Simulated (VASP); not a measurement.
# Be (P6_3/mmc) in VASP: phonons with PBE+D3(BJ)

Aim: the phonons of Be with PBE+D3(BJ).

All numbers are computed with VASP 6.6.1; they aren't measurements. Logs are shortened: lines on timing, memory, paths and dates and some standing lists are left out, and cuts for length are marked.

## 1. The cell of the first run

It takes space group P6_3/mmc (No. 194, hexagonal). The conventional cell has a = 2.214 Å, b = 2.214 Å, c = 3.500 Å, α = 90.00°, β = 90.00°, γ = 120.00°. Within 2.9 Å of Be (site symmetry -6m2) lie 12 Be at 2.17 to 2.21 Å.

## 2. Phonons, PBE+D3(BJ)

File INCAR:

```
SYSTEM = Be
  ALGO = Normal
  EDIFF = 1E-8
  ENCUT = 520
  GGA = PE
  IBRION = 6
  ISIF = 2
  ISMEAR = 0
  IVDW = 12
  LASPH = .True.
  LCHARG = .False.
  LREAL = .False.
  LWAVE = .False.
  NELM = 100
  NFREE = 2
  NSW = 1
  POTIM = 0.015
  PREC = Accurate
  SIGMA = 0.15
```

File KPOINTS:

```
k-points
0
Gamma
  24 24 12
  0 0 0
```

File POSCAR:

```
Be
1.0
    2.2141966284      0.0000000000      0.0000000000
   -1.1070983142      1.9175505292      0.0000000000
    0.0000000000      0.0000000000      3.5001053904
Be
2
Direct
    0.3333333333      0.6666666667      0.2500000000
    0.6666666667      0.3333333333      0.7500000000
```

Potentials or basis: VASP PAW PBE potentials, release 64 (Be).

The run is started by

```
$ cat potpaw_PBE.64/Be/POTCAR > POTCAR
$ mpirun -np 1 vasp_std > vasp.out
```

OUTCAR:

```text
SYSTEM = Be
   EDIFF = 1E-8
   ENCUT = 520
   GGA = PE
   IBRION = 6
   ISIF = 2
   ISMEAR = 0
   IVDW = 12
   LASPH = .True.
   LREAL = .False.
   NELM = 100
   NFREE = 2
   NSW = 1
   POTIM = 0.015
   PREC = Accurate
 IVDW          = 12

 ion  position               nearest neighbor table
   1  0.333  0.667  0.250-   2 2.17   2 2.17   2 2.17   2 2.17   2 2.17   2 2.17
   2  0.667  0.333  0.750-   1 2.17   1 2.17   1 2.17   1 2.17   1 2.17   1 2.17

  LATTYP: Found a hexagonal cell.
 ALAT       =     2.2141966284
 C/A-ratio  =     1.5807563545

  Lattice vectors:

 A1 = (   2.2141966284,   0.0000000000,   0.0000000000)
 A2 = (  -1.1070983142,   1.9175505292,   0.0000000000)
 A3 = (   0.0000000000,   0.0000000000,   3.5001053904)

Analysis of symmetry for initial positions (statically):
=====================================================================
 Subroutine PRICEL returns:
 Original cell was already a primitive cell.

 Routine SETGRP: Setting up the symmetry group for a
 hexagonal supercell.

 Subroutine GETGRP returns: Found 24 space group operations
 (whereof 12 operations were pure point group operations)
 out of a pool of 24 trial point group operations.

The static configuration has the point symmetry D_3d.
 The point group associated with its full space group is D_6h.

Analysis of symmetry for dynamics (positions and initial velocities):
=====================================================================
 Subroutine PRICEL returns:
 Original cell was already a primitive cell.

 Routine SETGRP: Setting up the symmetry group for a
 hexagonal supercell.

 Subroutine GETGRP returns: Found 24 space group operations
 (whereof 12 operations were pure point group operations)
 out of a pool of 24 trial point group operations.

The dynamic configuration has the point symmetry D_3d.
 The point group associated with its full space group is D_6h.

 Subroutine INISYM returns: Found 24 space group operations
 (whereof 12 operations are pure point group operations),
 and found     1 'primitive' translations

----------------------------------------------------------------------------------------

                                     Primitive cell

  volume of cell :      14.8609

  direct lattice vectors                    reciprocal lattice vectors
     2.214196628  0.000000000  0.000000000     0.451631073  0.260749322  0.000000000
    -1.107098314  1.917550529  0.000000000     0.000000000  0.521498644  0.000000000
     0.000000000  0.000000000  3.500105390     0.000000000  0.000000000  0.285705683

  length of vectors
     2.214196628  2.214196628  3.500105390     0.521498644  0.521498644  0.285705683

  position of ions in fractional coordinates (direct lattice)
     0.333333333  0.666666667  0.250000000
     0.666666667  0.333333333  0.750000000

  ion indices of the primitive-cell ions
   primitive index   ion index
                 1           1
                 2           2

----------------------------------------------------------------------------------------

 KPOINTS: k-points

Automatic generation of k-mesh.
 Grid dimensions read from file:
 generate k-points for:   24   24   12

 Generating k-lattice:

  Cartesian coordinates                     Fractional coordinates (reciprocal lattice)
     0.018817961  0.010864555  0.000000000     0.041666667  0.000000000  0.000000000
     0.000000000  0.021729110  0.000000000     0.000000000  0.041666667  0.000000000
     0.000000000  0.000000000  0.023808807     0.000000000  0.000000000  0.083333333

  Length of vectors
     0.021729110  0.021729110  0.023808807

  Shift w.r.t. Gamma in fractional coordinates (k-lattice)
     0.000000000  0.000000000  0.000000000

 Subroutine IBZKPT returns following result:
 ===========================================

 Found    427 irreducible k-points:

 Following reciprocal coordinates:
            Coordinates               Weight
  0.000000  0.000000  0.000000      1.000000
  0.041667  0.000000  0.000000      6.000000
  0.083333  0.000000  0.000000      6.000000
  0.125000  0.000000  0.000000      6.000000
  0.166667 -0.000000  0.000000      6.000000
  0.208333  0.000000  0.000000      6.000000
[... 16 lines left out ...]
  0.416667  0.041667  0.000000     12.000000
  0.458333  0.041667  0.000000     12.000000
 [... further k-points ...]
   k-points           NKPTS =    427   k-points in BZ     NKDIM =    427   number of bands    NBANDS=      6
   number of dos      NEDOS =    301   number of ions     NIONS =      2
   total plane-waves  NPLWV =   7168
   dimension x,y,z NGX =    16 NGY =   16 NGZ =   28
   dimension x,y,z NGXF=    32 NGYF=   32 NGZF=   56
   ions per type =               2
   NGX,Y,Z   is equivalent  to a cutoff of  12.01, 12.01, 13.30 a.u.
   NGXF,Y,Z  is equivalent  to a cutoff of  24.03, 24.03, 26.60 a.u.
 SYSTEM =  Be
   PREC   = accura    normal or accurate (medium, high low for compatibility)
   ISTART =      0    job   : 0-new  1-cont  2-samecut
   ICHARG =      2    charge: 1-file 2-atom 10-const
   ISPIN  =      1    spin polarized calculation?
   LNONCOLLINEAR =      F non collinear calculations
   LSORBIT =      F    spin-orbit coupling
   LASPH  =      T    aspherical Exc in radial PAW
   ENCUT  =  520.0 eV  38.22 Ry    6.18 a.u.   4.12  4.12  6.51*2*pi/ulx,y,z
   NELM   =    100;   NELMIN=  2; NELMDL= -5     # of ELM steps
   EDIFF  = 0.1E-07   stopping-criterion for ELM
   LREAL  =      F    real-space projection
   EDIFFG = 0.1E-06   stopping-criterion for IOM
   NSW    =     61    number of steps for IOM
   IBRION =      6    ionic relax: 0-MD 1-quasi-New 2-CG
   NFREE  =      2    steps in history (QN), initial steepest desc. (CG)
   ISIF   =      2    stress and relaxation
   ISYM   =      2    0-nonsym 1-usesym 2-fastsym
   POTIM  = 0.0150    time-step for ionic-motion
   TEBEG  =    0.0;   TEEND  =   0.0 temperature during run
   PSTRESS=    0.0 pullay stress
   NELECT =       4.0000    total number of electrons
   NUPDOWN=      -1.0000    fix difference up-down
   EMIN   =  10.00;   EMAX   =-10.00  energy-range for DOS
   EFERMI =   0.00;   METHOD = LEGACY
   ISMEAR =     0;   SIGMA  =   0.15  broadening in eV -4-tet -1-fermi 0-gaus
   EFERMI_NEDOS =   21; number of points for ismear=-14 and -15
   IALGO  =     38    algorithm
   IMIX   =      4    mixing-type and parameters
     AMIX     =   0.40;   BMIX     =  1.00
     AMIX_MAG =   1.60;   BMIX_MAG =  1.00
  volume/ion in A,a.u.               =       7.43        50.14
  Fermi-wavevector in a.u.,A,eV,Ry     =   1.057012  1.997464 15.201455  1.117275
  Thomas-Fermi vector in A             =   2.192270
   LORBIT       =      0    0 simple, 1 ext, 2 COOP (PROOUT), +10 PAW based schemes
   GGA     = PE    functional components
   LHFCALC =     F    Hartree Fock is set to
   AEXX    =    0.0000 exact exchange contribution
   IVDW    =    12    specifies the selected vdW correction
   LEPSILON=     F    determine dielectric tensor
   LRPA    =     F    only Hartree local field effects (RPA)
 finite differences with symmetry
 non-spin polarized calculation
 Gauss-broadening in eV      SIGMA  =   0.15
  energy-cutoff  :      520.00
  volume of cell :       14.86
 maximum number of plane-waves:       418
   NGX =  9   NGY =  9   NGZ = 13

--------------------------------------- Ionic step        1  -------------------------------------------

 number of electron       4.0000000 magnetization

 Free energy of the ion-electron system (eV)
  ---------------------------------------------------
  ext. energy  EPLUGINS =         0.00000000
  ---------------------------------------------------
  free energy    TOTEN  =        -7.50772426 eV

  energy without entropy =       -7.50549783  energy(sigma->0) =       -7.50661104

------------------------ aborting loop because EDIFF is reached ----------------------------------------

 Edisp (eV)   -0.75738

 E8    (eV) :    -0.2626
[... 151 lines left out ...]
--------------------------------------- Ionic step        5  -------------------------------------------

 number of electron       4.0000000 magnetization

 Free energy of the ion-electron system (eV)
  ---------------------------------------------------
  ext. energy  EPLUGINS =         0.00000000
  ---------------------------------------------------
  free energy    TOTEN  =        -7.50666613 eV

  energy without entropy =       -7.50443779  energy(sigma->0) =       -7.50555196

 E-fermi :   7.5302     XC(G=0): -10.8114

 val. band max:        7.5293553758   @ k =  -0.2083   0.4583   0.0833
 cond. band min:       7.5782120356   @ k =   0.2917   0.2500   0.0000
 fundamental gap:      0.0488566598
 Fermi energy:         7.5302222360

 k-point     1 :       0.0000    0.0000    0.0000
  band No.  band energies     occupation
      1      -4.1504      2.00000
      2       2.8394      2.00000
      3       8.8048      0.00000
      4      24.4206      0.00000
      5      24.4206      0.00000
      6      27.3734      0.00000
[... 199 lines left out ...]
 k-point    24 :       0.4583    0.0417    0.0000
  band No.  band energies     occupation
      1       2.2101      2.00000
      2       4.5734      2.00000
      3      11.1829      0.00000
      4      14.5091      0.00000
      5      14.6279      0.00000
      6      16.3687      0.00000

 [... further k-points ...]

------------------------ aborting loop because EDIFF is reached ----------------------------------------

 Edisp (eV)   -0.75738

 E8    (eV) :    -0.2626
[... 25 lines left out ...]
  FREE ENERGIE OF THE ION-ELECTRON SYSTEM (eV)
  ---------------------------------------------------
  free  energy   TOTEN  =        -8.2640472644 eV

  energy  without entropy=       -8.2618189263  energy(sigma->0) =       -8.26293310

 INTERNAL STRAIN TENSORS FROM DISPLACED ATOMS
 ============================================

 INTERNAL STRAIN TENSOR FOR ION    1 for displacements in x,y,z  (eV/Angst):
          X           Y           Z          XY          YZ          ZX
  --------------------------------------------------------------------------------
  x    -0.00000     0.00000     0.00000    -3.15874     0.00000     0.00000
  y    -3.15874     3.15874     0.00000     0.00000     0.00000     0.00000
  z    -0.00000     0.00000     0.00000     0.00000     0.00000     0.00000

 INTERNAL STRAIN TENSOR FOR ION    2 for displacements in x,y,z  (eV/Angst):
          X           Y           Z          XY          YZ          ZX
  --------------------------------------------------------------------------------
  x     0.00000     0.00000     0.00000     3.15874     0.00000     0.00000
  y     3.15874    -3.15874    -0.00000     0.00000     0.00000     0.00000
  z     0.00000    -0.00000    -0.00000     0.00000     0.00000     0.00000

 Eigenvectors and eigenvalues of the dynamical matrix
 ----------------------------------------------------

   1 f  =   22.610279 THz   142.064571 2PiTHz  754.197716 cm-1    93.508557 meV
             X         Y         Z           dx          dy          dz
     -0.000000  1.278367  0.875026     0.000000    0.000000    0.707107
      1.107098  0.639184  2.625079     0.000000   -0.000000   -0.707107
[... 11 lines left out ...]
   4 f  =    0.000000 THz     0.000000 2PiTHz    0.000000 cm-1     0.000000 meV
             X         Y         Z           dx          dy          dz
     -0.000000  1.278367  0.875026    -0.707107    0.000000    0.000000
      1.107098  0.639184  2.625079    -0.707107    0.000000    0.000000

   5 f/i=    0.000000 THz     0.000001 2PiTHz    0.000004 cm-1     0.000000 meV
             X         Y         Z           dx          dy          dz
     -0.000000  1.278367  0.875026     0.000000   -0.638192    0.304485
      1.107098  0.639184  2.625079     0.000000   -0.638192    0.304485

   6 f/i=    0.000000 THz     0.000002 2PiTHz    0.000010 cm-1     0.000001 meV
             X         Y         Z           dx          dy          dz
     -0.000000  1.278367  0.875026     0.000000   -0.304485   -0.638192
      1.107098  0.639184  2.625079     0.000000   -0.304485   -0.638192

 ELASTIC MODULI CONTR FROM IONIC RELAXATION (kBar)
 Direction    XX          YY          ZZ          XY          YZ          ZX
 --------------------------------------------------------------------------------
 XX        -275.4359    275.4359      0.0000     -0.0000      0.0000      0.0000
 YY         275.4359   -275.4359     -0.0000      0.0000      0.0000      0.0000
 ZZ           0.0000     -0.0000     -0.0000      0.0000      0.0000      0.0000
 XY          -0.0000      0.0000      0.0000   -275.4359      0.0000      0.0000
 YZ           0.0000      0.0000      0.0000      0.0000      0.0000      0.0000
 ZX           0.0000      0.0000      0.0000      0.0000      0.0000      0.0000
 --------------------------------------------------------------------------------
```

Wall time 1.7 min (1 thread of AMD EPYC 7R13 (Zen 3), shared host); peak memory 0.35 GiB.

Results:

```yaml
Highest_phonon_frequency_at_Γ: 754 cm⁻¹
Dispersion_energy_per_atom: -0.379 eV
```

Phonon frequencies in cm⁻¹ (negative: imaginary):
```csv
q point,frequencies
"(0.000, 0.000, 0.000)",0 0 0 485 485 754
```
